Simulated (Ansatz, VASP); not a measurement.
# Two plane-wave programs on Sb

```
Sb
1.0
     3.16000    0.00000    0.00000
     0.00000    3.16000    0.00000
     0.00000    0.00000    3.16000
Sb
1
Direct
  0.00000 0.00000 0.00000
```

Alike in both runs: task single point; functional PBE; k mesh 8 × 8 × 8; occupations gaussian, width 0.05 eV; no spin polarisation.

|  | VASP | Ansatz |
| --- | --- | --- |
| version | VASP 6.6.1 | Ansatz 0.2.0 |
| potentials or method | VASP PAW PBE potentials, release 64 (Sb) | Ansatz PAW |
| plane-wave cutoff (eV) | 500 | 420 |
| valence electrons in the cell | 5 | 15 |

|  | VASP | Ansatz | Ansatz less VASP |
| --- | --- | --- | --- |
| gap on the k mesh at the Fermi level (eV) | none | none | - |
| pressure (GPa) | -2.3 | -2.3 | +0.04 |

A gap of «none» marks a metal or a gap that the smearing closes. VASP's potentials hold 5 valence electrons a cell and Ansatz's 15, so a difference there can come from the potentials and not from the codes.

Neither program's run includes spin-orbit coupling.
